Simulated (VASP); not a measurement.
BaS, 2 atoms in the cell. The structure is hexagonal, space group P-6m2 (No. 187). The conventional cell has a = 4.469 Å, b = 4.469 Å, c = 4.061 Å, α = 90.00°, β = 90.00°, γ = 120.00°. Within 4.5 Å of Ba (site symmetry -6m2) lie 6 S at 3.28 Å and 8 Ba at 4.06 to 4.47 Å. S (site symmetry -6m2) has 6 Ba at 3.28 Å and 8 S at 4.06 to 4.47 Å within 4.5 Å. 

| Item | Value |
| --- | --- |
| Program | VASP 6.6.1 |
| Task | relaxation of shape and atoms at fixed volume |
| Functional | PBE |
| Potentials or basis | VASP PAW PBE potentials, release 64 (Ba_sv, S) |
| Cutoff | 600 eV |
| k mesh | 10 × 10 × 8 |
| Occupations | gaussian, width 0.05 eV |
| Spin | no spin polarisation |
| Dipole correction | no |
| Further INCAR settings | ALGO = Normal; EDIFF = 1e-06; IBRION = 2; EDIFFG = -0.01; NSW = 60; ISIF = 4 |

Potentials or basis: VASP PAW PBE potentials, release 64 (Ba_sv, S).

Command:

```bash
$ cat potpaw_PBE.64/Ba_sv/POTCAR potpaw_PBE.64/S/POTCAR > POTCAR
$ mpirun -np 1 vasp_std > vasp.out
```

Hardware: 1 thread of Intel(R) Xeon(R) 6975P-C (Granite Rapids), on a shared host.

Task: Estimate the wall time of this run.

Result: Wall time 27 s on 1 thread of Intel(R) Xeon(R) 6975P-C (Granite Rapids), with other jobs on the host, peak memory 0.25 GiB. Counts: scf iterations 17, k points 70, ion steps 2.
